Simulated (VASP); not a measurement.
# WSe2 in VASP: a series of runs, part 3 of 3

VASP 6.6.1. The steps go on from the part before.

## (4) Single point, PBEsol (atom 1 (W) moved by -0.277 Å along [1 0 0] and -0.830 Å along [0 0 1])

INCAR

```
SYSTEM = WSe2
ALGO = Normal ; EDIFF = 1E-7
ENCUT = 520 ; GGA = PS
ISIF = 2 ; ISMEAR = 0
LASPH = .True. ; LCHARG = .False.
LREAL = .False. ; LWAVE = .False.
NBANDS = 35 ; NELM = 60
PREC = Accurate ; SIGMA = 0.05
```

KPOINTS

```
k-points
0
Gamma
  9 9 2
  0 0 0
```

POSCAR

```
WSe2
1.0
    3.2705808386      0.0000000000      0.0000000000
   -1.6352904193      2.8324060913      0.0000000000
    0.0000000000      0.0000000000     23.9869951139
W Se
2 4
Direct
    0.5820639573      0.3333333333      0.1030200584
    0.3333333333      0.6666666667      0.8623778584
    0.3333333333      0.6666666667      0.2073407565
    0.6666666667      0.3333333333      0.9321940382
    0.3333333333      0.6666666667      0.0678059618
    0.6666666667      0.3333333333      0.7926592435
```

Potentials or basis: VASP PAW PBE potentials, release 64 (W_sv, Se).

The run is started by

```bash
$ cat potpaw_PBE.64/W_sv/POTCAR potpaw_PBE.64/Se/POTCAR > POTCAR
$ mpirun -np 1 vasp_std > vasp.out
```

OUTCAR:

```text
SYSTEM = WSe2
   EDIFF = 1E-7
   ENCUT = 520
   GGA = PS
   ISIF = 2
   ISMEAR = 0
   LASPH = .True.
   LREAL = .False.
   NELM = 60
   PREC = Accurate

 ion  position               nearest neighbor table
   1  0.582  0.333  0.103-   5 1.86   5 2.09   5 2.29   3 3.00
   2  0.333  0.667  0.862-   6 2.52   6 2.52   6 2.52   4 2.52   4 2.52   4 2.52
   3  0.333  0.667  0.207-   1 3.00
   4  0.667  0.333  0.932-   2 2.52   2 2.52   2 2.52
   5  0.333  0.667  0.068-   1 1.86   1 2.09   1 2.29
   6  0.667  0.333  0.793-   2 2.52   2 2.52   2 2.52

  LATTYP: Found a hexagonal cell.
 ALAT       =     3.2705808386
 C/A-ratio  =     7.3341697691

  Lattice vectors:

 A1 = (   3.2705808386,   0.0000000000,   0.0000000000)
 A2 = (  -1.6352904193,   2.8324060913,   0.0000000000)
 A3 = (   0.0000000000,   0.0000000000,  23.9869951139)

Analysis of symmetry for initial positions (statically):
=====================================================================
 Subroutine PRICEL returns:
 Original cell was already a primitive cell.

 Routine SETGRP: Setting up the symmetry group for a
 hexagonal supercell.

 Subroutine GETGRP returns: Found  1 space group operations
 (whereof  1 operations were pure point group operations)
 out of a pool of 24 trial point group operations.

The static configuration has the point symmetry C_1 .

Analysis of symmetry for dynamics (positions and initial velocities):
=====================================================================
 Subroutine PRICEL returns:
 Original cell was already a primitive cell.

 Routine SETGRP: Setting up the symmetry group for a
 hexagonal supercell.

 Subroutine GETGRP returns: Found  1 space group operations
 (whereof  1 operations were pure point group operations)
 out of a pool of 24 trial point group operations.

[... 120 lines left out ...]
   NUPDOWN=      -1.0000    fix difference up-down
   EMIN   =  10.00;   EMAX   =-10.00  energy-range for DOS
   EFERMI =   0.00;   METHOD = LEGACY
   ISMEAR =     0;   SIGMA  =   0.05  broadening in eV -4-tet -1-fermi 0-gaus
   EFERMI_NEDOS =   21; number of points for ismear=-14 and -15
   IALGO  =     38    algorithm
   IMIX   =      4    mixing-type and parameters
     AMIX     =   0.40;   BMIX     =  1.00
     AMIX_MAG =   1.60;   BMIX_MAG =  1.00
  volume/ion in A,a.u.               =      37.03       249.92
  Fermi-wavevector in a.u.,A,eV,Ry     =   1.008844  1.906438 13.847540  1.017765
  Thomas-Fermi vector in A             =   2.141735
   LORBIT       =      0    0 simple, 1 ext, 2 COOP (PROOUT), +10 PAW based schemes
   GGA     = PS    functional components
   LHFCALC =     F    Hartree Fock is set to
   AEXX    =    0.0000 exact exchange contribution
   IVDW    =     0    specifies the selected vdW correction
   LEPSILON=     F    determine dielectric tensor
   LRPA    =     F    only Hartree local field effects (RPA)
 non-spin polarized calculation
 Gauss-broadening in eV      SIGMA  =   0.05
  energy-cutoff  :      520.00
  volume of cell :      222.21
 maximum number of plane-waves:      6072
   NGX = 13   NGY = 13   NGZ = 89

 number of electron      52.0000000 magnetization

 Free energy of the ion-electron system (eV)
  ---------------------------------------------------
  ext. energy  EPLUGINS =         0.00000000
  ---------------------------------------------------
  free energy    TOTEN  =       -36.71329909 eV

  energy without entropy =      -36.71070716  energy(sigma->0) =      -36.71200312

 E-fermi :   1.4524     XC(G=0):  -6.3250

 val. band max:        1.4395774069   @ k =   0.0000   0.4444   0.0000
 cond. band min:       1.4562391349   @ k =   0.4444  -0.0000   0.5000
 fundamental gap:      0.0166617279
 Fermi energy:         1.4523582751

 k-point     1 :       0.0000    0.0000    0.0000
  band No.  band energies     occupation
      1     -73.5733      2.00000
      2     -72.2987      2.00000
      3     -37.8426      2.00000
      4     -37.6874      2.00000
      5     -37.6871      2.00000
      6     -37.4546      2.00000
[... 901 lines left out ...]
     34       5.6970      0.00000
     35       6.3804      0.00000

 [... further k-points ...]
[... 5 lines left out ...]
  --------------------------------------------------------------------------------------
  -------------------------------------------------------------------------------------
  Total       28.0949603     27.4921382     10.3673730    -17.3359637     -4.9590561     12.4398520
  in kB      202.5735553    198.2270173     74.7520406   -124.9977850    -35.7563643     89.6952703
  external PRESSURE =     158.5175377 kB  Pullay stress =       0.0000000 kB

 VOLUME and BASIS-vectors are now :
 -----------------------------------------------------------------------------
  energy-cutoff  :      520.00
  volume of cell :      222.21
      direct lattice vectors                 reciprocal lattice vectors
     3.270580839  0.000000000  0.000000000     0.305756087  0.176528359  0.000000000
    -1.635290419  2.832406091  0.000000000     0.000000000  0.353056718  0.000000000
     0.000000000  0.000000000 23.986995114     0.000000000  0.000000000  0.041689257

 POSITION                                       TOTAL-FORCE (eV/Angst)
 -----------------------------------------------------------------------------------
      1.35859      0.94414      2.47114        14.908722     -5.746034     18.990219
     -0.00000      1.88827     20.68585         0.004340      0.002177     -0.023997
     -0.00000      1.88827      4.97348        -0.026440     -0.030045     -1.907312
      1.63529      0.94414     22.36053         0.013198     -0.000497     -0.041902
     -0.00000      1.88827      1.62646       -14.899842      5.775073    -16.943028
      1.63529      0.94414     19.01351         0.000023     -0.000675     -0.073980
 -----------------------------------------------------------------------------------
    total drift:                               -0.000124      0.000005      0.000431

  FREE ENERGIE OF THE ION-ELECTRON SYSTEM (eV)
  ---------------------------------------------------
  free  energy   TOTEN  =       -36.7132990863 eV

  energy  without entropy=      -36.7107071633  energy(sigma->0) =      -36.71200312
```

OSZICAR:

```text
N       E                     dE             d eps       ncg     rms          rms(c)
DAV:   1     0.489528150892E+03    0.48953E+03   -0.27336E+04  6716   0.131E+03
DAV:   2    -0.464753024178E+01   -0.49418E+03   -0.48059E+03  7195   0.333E+02
DAV:   3    -0.375921883666E+02   -0.32945E+02   -0.32383E+02  7183   0.832E+01
[... 18 lines left out ...]
DAV:  22    -0.367132966285E+02   -0.50562E-05   -0.14129E-07  4685   0.831E-04    0.178E-04
DAV:  23    -0.367132983293E+02   -0.17008E-05   -0.60161E-08  4877   0.491E-04    0.106E-04
DAV:  24    -0.367132988123E+02   -0.48301E-06   -0.15366E-08  4451   0.252E-04    0.810E-05
DAV:  25    -0.367132990133E+02   -0.20102E-06   -0.82899E-09  4205   0.172E-04    0.297E-05
DAV:  26    -0.367132990863E+02   -0.73036E-07   -0.40010E-09  4065   0.112E-04
   1 F= -.36713299E+02 E0= -.36712003E+02  d E =-.259192E-02
```

stdout:

```text
POSCAR found type information on POSCAR W Se
 POSCAR found :  2 types and       6 ions
 scaLAPACK will be used
 -----------------------------------------------------------------------------
|                                                                             |
|                                                                             |
|     You enforced a specific xc type in the INCAR file but a different       |
|     I HOPE YOU KNOW WHAT YOU ARE DOING!                                     |
|                                                                             |
 -----------------------------------------------------------------------------

 LDA part: xc-table for (Slater+PW92), standard interpolation
 POSCAR, INCAR and KPOINTS ok, starting setup
 FFT: planning ... GRIDC
 FFT: planning ... GRID_SOFT
 FFT: planning ... GRID
 WAVECAR not read
 entering main loop
```

Wall time 14 min (1 thread of AMD EPYC 7R13 (Zen 3), shared host); peak memory 0.63 GiB.

Results:

```yaml
Free_energy: -36.7133 eV
Largest_force: 24.818 eV/Å
Band_gap_on_the_k_mesh: zero (bands 26 and 27 overlap by 2.08 eV)
```

Forces on the atoms (eV/Å):
```
W    14.909  -5.746  18.990
W     0.004   0.002  -0.024
Se   -0.026  -0.030  -1.907
Se    0.013   0.000  -0.042
Se  -14.900   5.775 -16.943
Se    0.000  -0.001  -0.074
```

Levels at points of the mesh, in eV from the Fermi level:
```csv
k point,band 22,band 23,band 24,band 25,band 26,band 27,band 28,band 29,band 30,band 31
"(0.00, 0.00, 0.00)",-2.26,-1.50,-1.34,-0.05,1.72,1.76,1.96,1.96,2.16,2.16
"(0.00, 0.00, 0.50)",-2.26,-1.50,-1.34,-0.05,1.72,1.76,1.96,1.96,2.16,2.16
```

Caveat: the cell differs from its parent crystal (atom 1 (W) moved by -0.277 Å along [1 0 0] and -0.830 Å along [0 0 1]); atoms lie so close that the PAW spheres overlap strongly, which falsifies energies and pressures; the PAW data sets were made with another functional, which shifts forces and pressure a little; spin-orbit coupling is left out, which moves the levels of the heavy elements.

## (5) Single point, PBEsol (atom 1 (W) moved by -0.553 Å along [1 0 0] and -0.830 Å along [0 0 1])

INCAR

```
SYSTEM = WSe2
PREC = Accurate
ENCUT = 520
EDIFF = 1E-7
ISMEAR = 0
SIGMA = 0.05
LREAL = .FALSE.
LASPH = .TRUE.
NELM = 100
ALGO = Normal
ISIF = 2
LWAVE = .FALSE.
LCHARG = .FALSE.
GGA = PS
NBANDS = 35
```

KPOINTS

```
Automatic mesh
0
G
  9 9 2
  0 0 0
```

Changes to POSCAR since step 4:

```diff
@@ -8,3 +8,3 @@
 Direct
-    0.5820639573      0.3333333333      0.1030200584
+    0.4974918236      0.3333333333      0.1030200584
     0.3333333333      0.6666666667      0.8623778584
```

Potentials or basis: VASP PAW PBE potentials, release 64 (W_sv, Se).

The run is started by

```bash
$ cat potpaw_PBE.64/W_sv/POTCAR potpaw_PBE.64/Se/POTCAR > POTCAR
$ mpirun -np 1 vasp_std > vasp.out
```

OUTCAR:

```text
SYSTEM = WSe2
   PREC = Accurate
   ENCUT = 520
   EDIFF = 1E-7
   ISMEAR = 0
   LREAL = .FALSE.
   LASPH = .TRUE.
   NELM = 100
   ISIF = 2
   GGA = PS

 ion  position               nearest neighbor table
   1  0.497  0.333  0.103-   5 1.67   5 2.14   5 2.53   3 2.89
   2  0.333  0.667  0.862-   6 2.52   6 2.52   6 2.52   4 2.52   4 2.52   4 2.52
   3  0.333  0.667  0.207-   1 2.89
   4  0.667  0.333  0.932-   2 2.52   2 2.52   2 2.52
   5  0.333  0.667  0.068-   1 1.67   1 2.14   1 2.53
   6  0.667  0.333  0.793-   2 2.52   2 2.52   2 2.52

  LATTYP: Found a hexagonal cell.
 ALAT       =     3.2705808386
 C/A-ratio  =     7.3341697691

  Lattice vectors:

 A1 = (   3.2705808386,   0.0000000000,   0.0000000000)
 A2 = (  -1.6352904193,   2.8324060913,   0.0000000000)
 A3 = (   0.0000000000,   0.0000000000,  23.9869951139)

Analysis of symmetry for initial positions (statically):
=====================================================================
 Subroutine PRICEL returns:
 Original cell was already a primitive cell.

 Routine SETGRP: Setting up the symmetry group for a
 hexagonal supercell.

 Subroutine GETGRP returns: Found  1 space group operations
 (whereof  1 operations were pure point group operations)
 out of a pool of 24 trial point group operations.

The static configuration has the point symmetry C_1 .

Analysis of symmetry for dynamics (positions and initial velocities):
=====================================================================
 Subroutine PRICEL returns:
 Original cell was already a primitive cell.

 Routine SETGRP: Setting up the symmetry group for a
 hexagonal supercell.

 Subroutine GETGRP returns: Found  1 space group operations
 (whereof  1 operations were pure point group operations)
 out of a pool of 24 trial point group operations.

[... 120 lines left out ...]
   NUPDOWN=      -1.0000    fix difference up-down
   EMIN   =  10.00;   EMAX   =-10.00  energy-range for DOS
   EFERMI =   0.00;   METHOD = LEGACY
   ISMEAR =     0;   SIGMA  =   0.05  broadening in eV -4-tet -1-fermi 0-gaus
   EFERMI_NEDOS =   21; number of points for ismear=-14 and -15
   IALGO  =     38    algorithm
   IMIX   =      4    mixing-type and parameters
     AMIX     =   0.40;   BMIX     =  1.00
     AMIX_MAG =   1.60;   BMIX_MAG =  1.00
  volume/ion in A,a.u.               =      37.03       249.92
  Fermi-wavevector in a.u.,A,eV,Ry     =   1.008844  1.906438 13.847540  1.017765
  Thomas-Fermi vector in A             =   2.141735
   LORBIT       =      0    0 simple, 1 ext, 2 COOP (PROOUT), +10 PAW based schemes
   GGA     = PS    functional components
   LHFCALC =     F    Hartree Fock is set to
   AEXX    =    0.0000 exact exchange contribution
   IVDW    =     0    specifies the selected vdW correction
   LEPSILON=     F    determine dielectric tensor
   LRPA    =     F    only Hartree local field effects (RPA)
 non-spin polarized calculation
 Gauss-broadening in eV      SIGMA  =   0.05
  energy-cutoff  :      520.00
  volume of cell :      222.21
 maximum number of plane-waves:      6072
   NGX = 13   NGY = 13   NGZ = 89

 number of electron      52.0000000 magnetization

 Free energy of the ion-electron system (eV)
  ---------------------------------------------------
  ext. energy  EPLUGINS =         0.00000000
  ---------------------------------------------------
  free energy    TOTEN  =       -30.26753631 eV

  energy without entropy =      -30.26514131  energy(sigma->0) =      -30.26633881

 E-fermi :   1.5362     XC(G=0):  -6.3156

 val. band max:        1.5299124781   @ k =   0.0000   0.4444   0.0000
 cond. band min:       1.5393341959   @ k =  -0.3333   0.4444   0.5000
 fundamental gap:      0.0094217177
 Fermi energy:         1.5362035213

 k-point     1 :       0.0000    0.0000    0.0000
  band No.  band energies     occupation
      1     -73.6363      2.00000
      2     -72.3565      2.00000
      3     -38.4619      2.00000
      4     -37.9063      2.00000
      5     -37.7514      2.00000
      6     -37.7490      2.00000
[... 901 lines left out ...]
     34       5.4153      0.00000
     35       6.3048      0.00000

 [... further k-points ...]
[... 5 lines left out ...]
  --------------------------------------------------------------------------------------
  -------------------------------------------------------------------------------------
  Total       37.9320450     38.8116542     22.3313727    -35.7369542    -20.3303151     27.9107763
  in kB      273.5020498    279.8443100    161.0162651   -257.6747502   -146.5880059    201.2455303
  external PRESSURE =     238.1208750 kB  Pullay stress =       0.0000000 kB

 VOLUME and BASIS-vectors are now :
 -----------------------------------------------------------------------------
  energy-cutoff  :      520.00
  volume of cell :      222.21
      direct lattice vectors                 reciprocal lattice vectors
     3.270580839  0.000000000  0.000000000     0.305756087  0.176528359  0.000000000
    -1.635290419  2.832406091  0.000000000     0.000000000  0.353056718  0.000000000
     0.000000000  0.000000000 23.986995114     0.000000000  0.000000000  0.041689257

 POSITION                                       TOTAL-FORCE (eV/Angst)
 -----------------------------------------------------------------------------------
      1.08199      0.94414      2.47114        32.222243    -23.933970     31.791684
     -0.00000      1.88827     20.68585         0.004182      0.003638     -0.032266
     -0.00000      1.88827      4.97348         0.233410     -0.033647     -1.539255
      1.63529      0.94414     22.36053         0.021469     -0.000444     -0.008598
     -0.00000      1.88827      1.62646       -32.480862     23.966733    -30.139057
      1.63529      0.94414     19.01351        -0.000442     -0.002310     -0.072508
 -----------------------------------------------------------------------------------
    total drift:                               -0.000215      0.000017      0.000344

  FREE ENERGIE OF THE ION-ELECTRON SYSTEM (eV)
  ---------------------------------------------------
  free  energy   TOTEN  =       -30.2675363114 eV

  energy  without entropy=      -30.2651413075  energy(sigma->0) =      -30.26633881
```

stdout:

```text
POSCAR found type information on POSCAR W Se
 POSCAR found :  2 types and       6 ions
 scaLAPACK will be used
 -----------------------------------------------------------------------------
|                                                                             |
|                                                                             |
|     You enforced a specific xc type in the INCAR file but a different       |
|     I HOPE YOU KNOW WHAT YOU ARE DOING!                                     |
|                                                                             |
 -----------------------------------------------------------------------------

 LDA part: xc-table for (Slater+PW92), standard interpolation
 POSCAR, INCAR and KPOINTS ok, starting setup
 FFT: planning ... GRIDC
 FFT: planning ... GRID_SOFT
 FFT: planning ... GRID
 WAVECAR not read
 entering main loop
```

It took 15 min on 1 thread of AMD EPYC 7R13 (Zen 3), shared host; peak memory 0.65 GiB.

Results:

```yaml
Free_energy: -30.2675 eV
Largest_force: 51.204 eV/Å
Band_gap_on_the_k_mesh: zero (bands 26 and 27 overlap by 1.95 eV)
```

Forces on the atoms (eV/Å):
```
W    32.222 -23.934  31.792
W     0.004   0.004  -0.032
Se    0.233  -0.034  -1.539
Se    0.021   0.000  -0.009
Se  -32.481  23.967 -30.139
Se    0.000  -0.002  -0.073
```

Levels at points of the mesh, in eV from the Fermi level:
```
           k point  band 24  band 25  band 26  band 27  band 28  band 29
(0.00, 0.00, 0.00)    -1.58     0.16     1.52     1.74     1.81     1.81
(0.00, 0.00, 0.50)    -1.58     0.16     1.52     1.74     1.81     1.81
```

Caveat: the cell differs from its parent crystal (atom 1 (W) moved by -0.553 Å along [1 0 0] and -0.830 Å along [0 0 1]); atoms lie so close that the PAW spheres overlap strongly, which falsifies energies and pressures; the PAW data sets were made with another functional, which shifts forces and pressure a little; spin-orbit coupling is left out, which moves the levels of the heavy elements.

## (6) Overview

```csv
cell,gap on the mesh (eV),largest force (eV/Å)
"as given, atomic positions A",none,51.97
"as given, atomic positions B",none,17.07
"as given, atomic positions C",none,24.82
"as given, atomic positions D",none,51.20
```

Alike in all rows: task single point; level PBEsol; potentials or basis VASP PAW PBE potentials, release 64 (W_sv, Se); no spin polarisation; k mesh 9 × 9 × 2; cutoff (eV) 520; smearing gaussian 0.05 eV.

Caveats: the PAW data sets were made with another functional, which shifts forces and pressure a little; spin-orbit coupling is left out, which moves the levels of the heavy elements; atoms lie so close that the PAW spheres overlap strongly, which falsifies energies and pressures (at least some runs).

Total energies depend on the potentials used, so only differences within one code and one set of settings carry meaning.
